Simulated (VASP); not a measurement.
A run of VASP 6.6.1 is set up as follows.

INCAR

```
PREC     = Accurate       # precision mode
ENCUT    = 520            # plane-wave cutoff, eV
EDIFF    = 1E-6           # SCF threshold, eV
ISMEAR   = -1             # smearing method
SIGMA    = 0.1            # smearing width, eV
LREAL    = False          # projectors in reciprocal space
LASPH    = True           # aspherical terms in the spheres
NELM     = 100            # most SCF steps
ALGO     = Normal         # electronic algorithm
ISIF     = 2              # what is computed and relaxed
LWAVE    = False          # write WAVECAR
LCHARG   = True           # write CHGCAR
LELF     = True           # ELF
LVHAR    = True         
NBANDS   = 10             # bands
```

File KPOINTS:

```
Automatic mesh
0
Gamma
  10 10 10
```

The input POSCAR:

```
Cs
1.0
    0.0000000000      3.1476626652      3.1476626652
    3.1476626652      0.0000000000      3.1476626652
    3.1476626652      3.1476626652      0.0000000000
Cs
1
Direct
    0.0000000000      0.0000000000      0.0000000000
```

Potentials or basis: VASP PAW LDA potentials, release 64 (Cs_sv).

The run is started by

```console
$ cat potpaw_LDA.64/Cs_sv/POTCAR > POTCAR
$ mpirun -np 1 vasp_std > vasp.out
```

Problem. Predict the pressure.

Solution. 1.8 GPa.
